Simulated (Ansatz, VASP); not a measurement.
Cr in VASP and in Ansatz

INCAR

```
  PREC = Accurate
  ENCUT = 600
  EDIFF = 1E-7
  ISMEAR = -1
  SIGMA = 0.05
  LREAL = False
  LASPH = True
  NELM = 150
  ALGO = Normal
  ISIF = 3
  LWAVE = False
  LCHARG = False
  ISPIN = 2
  MAGMOM = 1.5 -1.5
  LORBIT = 11
  LMAXMIX = 4
  GGA = PE
  IBRION = 2
  NSW = 80
  EDIFFG = -0.01
```

KPOINTS

```
regular mesh
0
Gamma
  11 11 11
```

Contents of POSCAR:

```
Cr
1.0
    0.0000000000      2.5297724266      2.5297724266
    2.5297724266      0.0000000000      2.5297724266
    2.5297724266      2.5297724266      0.0000000000
Cr
2
Direct
    0.1250000000      0.1250000000      0.1250000000
    0.8750000000      0.8750000000      0.8750000000
```

Input for Ansatz:

```yaml
crystal:
  lattice:
    - [0.0, 2.5297724266, 2.5297724266]
    - [2.5297724266, 0.0, 2.5297724266]
    - [2.5297724266, 2.5297724266, 0.0]
  atoms:
    - { symbol: Cr, position: [0.125, 0.125, 0.125], spin: 1.5 }
    - { symbol: Cr, position: [0.875, 0.875, 0.875], spin: -1.5 }
hamiltonian:
  xc: pbe
  pseudopotentials:
    kind: paw
    azcp:
      Cr: "pseudopotentials/Cr.paw.azcp"
basis:
  ecutwfc: 420
  fft_grid_basis: typed
kpoints:
  mp_grid: { grid: [11, 11, 11], shift: [0, 0, 0] }
magnetization:
  spin_polarized: true
scf:
  occupations: { method: fermi_dirac, width: 0.05 }
relax:
  max_steps: 60
  f_tol: 0.01
  cell: {}
```

Alike in both runs: task relaxation of cell and atoms; functional PBE; k mesh 11 × 11 × 11; occupations fermi-dirac, width 0.05 eV; collinear spin.

|  | VASP | Ansatz |
| --- | --- | --- |
| version | VASP 6.6.1 | Ansatz 0.2.0 |
| potentials or method | VASP PAW PBE potentials, release 64 (Cr_pv), cutoff 600 eV | plane waves (420 eV) with PAW, scalar-relativistic |
| valence electrons in the cell | 24 | 28 |

Ansatz gave:

```
net moment per atom (μB)                                      : 0.00
size of the moment on the site where the two differ most (μB) : 2.60
relaxed volume (Å³/atom)                                      : 19.65
relaxed cell length with the largest relative difference (Å)  : 3.816
```

Task: What did VASP give for the same quantities?

Result: net moment per atom (μB): 0.00; size of the moment on the site where the two differ most (μB): 2.87; relaxed volume (Å³/atom): 19.80; relaxed cell length with the largest relative difference (Å): 3.826.

Site moments also hang on the region over which each program counts them. VASP's potentials hold 24 valence electrons a cell and Ansatz's 28, so a difference there can come from the potentials and not from the codes.

Noted on VASP's run: the volume moved by over 15 % at a fixed basis, so the end points are rough.
